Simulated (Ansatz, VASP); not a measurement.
**Two plane-wave programs on MgO**

```
Mg O
1.0
     0.00000    2.12694    2.12694
     2.12694    0.00000    2.12694
     2.12694    2.12694    0.00000
Mg O
1 1
Cartesian
  0.0000 0.0000 0.0000
  2.1269 2.1269 2.1269
```

Alike in both runs: functional PBE; k mesh 16 × 16 × 16; occupations fermi-dirac, width 0.1 eV; no spin polarisation.

Ansatz relaxed the structure, and its values are those at the end. VASP's run is a single point on that final structure, the one shown.

```csv
,VASP,Ansatz
version,VASP 6.6.1,Ansatz 0.2.0
potentials or method,"VASP PAW PBE potentials, release 64 (Mg, O)","PAW with Ansatz's default frozen-core files, scalar-relativistic"
plane-wave cutoff (eV),520,420
valence electrons in the cell,8,16
```

VASP gave:

- pressure (GPa): -0.7

Problem. Estimate Ansatz's values.

Solution. Pressure (GPa): 0.0.

With one functional, cell and mesh, what is left measures potentials, basis and numerics. VASP's potentials hold 8 valence electrons a cell and Ansatz's 16, so a difference there can come from the potentials and not from the codes.
